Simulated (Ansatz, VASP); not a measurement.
## One calculation of AlN, two programs

POSCAR

```
AlN
1.0
    3.3551985653      0.0000000000      0.0000000000
   -1.6775992826      2.9056871923      0.0000000000
    0.0000000000      0.0000000000      5.3766772303
Al N
2 2
Direct
    0.3333333333      0.6666666667      0.0016929024
    0.6666666667      0.3333333333      0.5016929024
    0.3333333333      0.6666666667      0.3833070976
    0.6666666667      0.3333333333      0.8833070976
```

Contents of INCAR.step1:

```
PREC = Accurate ; ENCUT = 520
ISMEAR = 0 ; SIGMA = 0.05
LREAL = False ; LASPH = True
NELM = 100 ; NBANDS = 16
GGA = PE ; ALGO = Normal
EDIFF = 1E-4 ; LWAVE = True
LCHARG = False
```

File INCAR.step2:

```
PREC = Accurate ; ENCUT = 520
EDIFF = 1E-7 ; ISMEAR = 0
SIGMA = 0.05 ; LREAL = False
LASPH = True ; NELM = 100
ALGO = Normal ; ISIF = 2
LWAVE = False ; LCHARG = False
METAGGA = R2SCAN ; LMIXTAU = True
NBANDS = 16 ; ISTART = 1
```

File KPOINTS:

```
Automatic mesh
0
Gamma
  12 12 6
```

Input for Ansatz:

```yaml
crystal:
  lattice:
    - [3.3551985653, 0.0, 0.0]
    - [-1.6775992826, 2.9056871923, 0.0]
    - [0.0, 0.0, 5.3766772303]
  atoms:
    - { symbol: Al, position: [0.3333333333, 0.6666666667, 0.0016929024] }
    - { symbol: Al, position: [0.6666666667, 0.3333333333, 0.5016929024] }
    - { symbol: "N", position: [0.3333333333, 0.6666666667, 0.3833070976] }
    - { symbol: "N", position: [0.6666666667, 0.3333333333, 0.8833070976] }
basis:
  ecutwfc: 500
kpoints:
  mp_grid: { grid: [12, 12, 6] }
hamiltonian:
  xc: r2scan
scf:
  occupations: { method: gaussian, width: 0.05 }
output:
  forces: true
  stress: true
  eigenvalues: true
```

Change from the starting cell: strain +0.080 along x and y, +0.080 along z, atoms carried along.

Alike in both runs: task single point; functional r2SCAN; k mesh 12 × 12 × 6; occupations gaussian, width 0.05 eV; no spin polarisation.

|  | VASP | Ansatz |
| --- | --- | --- |
| version | VASP 6.6.1 | Ansatz 0.2.0 |
| potentials or method | VASP PAW PBE potentials, release 64 (Al, N), cutoff 520 eV | scalar-relativistic, plane waves, PAW |
| valence electrons in the cell | 16 | 16 |

|  | VASP | Ansatz | Ansatz less VASP |
| --- | --- | --- | --- |
| gap on the k mesh at the Fermi level (eV) | 2.92 | 2.89 | -0.028 |
| least direct gap on the mesh (eV) | 2.92 | 2.89 | -0.028 |
| pressure (GPa) | -31.4 | -31.0 | +0.36 |
| traceless stress, the component that is largest in VASP (GPa) | 1.38 | 1.37 | -0.016 |
| rms of the force components (eV/Å) | 0.040 | 0.041 | +0.0007 |

VASP's potentials were made for PBE, not for r2SCAN. Atom by atom the forces differ by 0.001 eV/Å (rms over components). Both programs put the cell under strong tension, so it lies far from rest at this level.

Noted on VASP's run: the cell as given lies far from equilibrium.
